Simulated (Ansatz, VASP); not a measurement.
## Two plane-wave programs on SnO2

```
Sn O
1.0
     4.82560    0.00000    0.00000
     0.00000    4.82560    0.00000
     0.00000    0.00000    3.23733
Sn O
2 4
Direct
  0.00000 0.00000 0.00000
  0.50000 0.50000 0.50000
  0.30675 0.30675 0.00000
  0.19325 0.80675 0.50000
  0.69325 0.69325 0.00000
  0.80675 0.19325 0.50000
```

Alike in both runs: task relaxation of cell and atoms; functional PBE; k mesh 6 × 6 × 8; occupations gaussian, width 0.02 eV; no spin polarisation.

|  | VASP | Ansatz |
| --- | --- | --- |
| version | VASP 6.6.1 | Ansatz 0.2.0 |
| potentials or method | VASP PAW PBE potentials, release 64 (Sn_d, O), cutoff 600 eV | scalar-relativistic, plane waves, PAW |
| valence electrons in the cell | 52 | 52 |

```tsv
	VASP	Ansatz	Ansatz less VASP
gap on the k mesh at the Fermi level, each at its own relaxed structure (eV)	0.64	0.68	+0.039
relaxed volume (Å³/atom)	12.60	12.58	-0.027
relaxed cell length with the largest relative difference (Å)	3.242	3.238	-0.0041
```
